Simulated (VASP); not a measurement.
A run of VASP 6.6.1 is set up as follows.

File INCAR:

```
PREC = Accurate
ENCUT = 520
EDIFF = 1E-6
ISMEAR = -1
SIGMA = 0.05
LREAL = False
LASPH = True
NELM = 60
ALGO = Normal
ISIF = 2
LWAVE = False
LCHARG = False
GGA = PE
NBANDS = 35
```

File KPOINTS:

```
regular mesh
0
Gamma
  10 10 3
```

File POSCAR:

```
WS2
1.0
    3.2423687753      0.0000000000      0.0000000000
   -1.6211843877      2.8079737278      0.0000000000
    0.0000000000      0.0000000000     12.7451602803
W S
2 4
Direct
    0.6666666667      0.3333333333      0.7500000000
    0.3333333333      0.6666666667      0.2500000000
    0.6666666667      0.3333333333      0.3750000000
    0.3333333333      0.6666666667      0.8750000000
    0.6666666667      0.3333333333      0.1250000000
    0.3333333333      0.6666666667      0.6250000000
```

Potentials or basis: VASP PAW PBE potentials, release 64 (W_sv, S).

Run with:

```console
$ cat potpaw_PBE.64/W_sv/POTCAR potpaw_PBE.64/S/POTCAR > POTCAR
$ mpirun -np 1 vasp_std > vasp.out
```

What does it give for the largest force?

0.811 eV/Å.

What does it give for the band gap on the k mesh?

1.17 eV, indirect (least direct gap 1.93 eV).

Predict the pressure.

-6.2 GPa.

Forces on the atoms (eV/Å):
```
W    0.000  0.000  0.000
W    0.000  0.000  0.000
S    0.000  0.000 -0.811
S    0.000  0.000 -0.811
S    0.000  0.000  0.811
S    0.000  0.000  0.811
```

Caveat: spin-orbit coupling is left out, which moves the levels of the heavy elements; this functional lacks dispersion, which binds the layers, so the pressure and a relaxed spacing across them are unreliable. A k mesh can miss the band edges.
